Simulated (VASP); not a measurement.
## CsIn: relaxation of cell and atoms with PBE

The system is CsIn.

```xyz
2
Lattice="4.6158 0.0000 0.0000 0.0000 4.6158 0.0000 0.0000 0.0000 4.6158" Properties=species:S:1:pos:R:3 pbc="T T T"
Cs    0.0000    0.0000    0.0000
In    2.3079    2.3079    2.3079
```

```json
{
  "Program": "VASP 6.6.1",
  "Task": "relaxation of cell and atoms",
  "Functional": "PBE",
  "Potentials or basis": "VASP PAW PBE potentials, release 64 (Cs_sv, In_d)",
  "Cutoff": "600 eV",
  "k mesh": "12 × 12 × 12",
  "Occupations": "gaussian, width 0.1 eV",
  "Spin": "no spin polarisation",
  "Dipole correction": "no",
  "Further INCAR settings": "ALGO = Fast; EDIFF = 1e-06; IBRION = 2; EDIFFG = -0.01; NSW = 100; ISIF = 3"
}
```

```json
{
 "Relaxed volume": "49.31 Å³/atom",
 "Relaxed cell": "a = 4.620 Å, b = 4.620 Å, c = 4.620 Å, α = 90.00°, β = 90.00°, γ = 90.00°",
 "Space group after relaxing (to 0.1 Å)": "Pm-3m (No. 221)",
 "Energy gained by relaxing": "0.0 meV/atom",
 "Ionic steps": "2",
 "Pressure after relaxing": "0.0 GPa",
 "Band gap on the k mesh": "zero (bands 11 and 12 overlap by 2.63 eV)"
}
```

Final structure:
```xyz
2
Lattice="4.6200 0.0000 0.0000 0.0000 4.6200 0.0000 0.0000 0.0000 4.6200" Properties=species:S:1:pos:R:3 pbc="T T T"
Cs    0.0000    0.0000    0.0000
In    2.3100    2.3100    2.3100
```

Levels at points of the mesh, in eV from the Fermi level:
| k point | band 7 | band 8 | band 9 | band 10 | band 11 | band 12 | band 13 | band 14 | band 15 |
| --- | --- | --- | --- | --- | --- | --- | --- | --- | --- |
| (0.00, 0.00, 0.00) | -9.21 | -9.21 | -9.21 | -5.59 | 1.96 | 1.96 | 2.26 | 2.26 | 2.26 |
| (0.50, 0.00, 0.00) | -9.69 | -9.16 | -9.16 | -4.53 | -1.36 | 1.62 | 1.62 | 2.74 | 5.05 |
| (0.50, 0.50, 0.00) | -9.55 | -9.55 | -9.13 | -4.65 | 0.19 | 0.19 | 2.00 | 2.86 | 4.11 |
| (0.50, 0.50, 0.50) | -9.46 | -9.46 | -9.46 | -3.96 | -0.68 | -0.68 | -0.68 | 5.10 | 5.10 |

Run time: 3.1 min on 1 thread of AMD EPYC 7R13 Processor (Zen 3), with other jobs on the host, peak memory 0.33 GiB.

Caveat: spin-orbit coupling is left out, which moves the levels of the heavy elements.
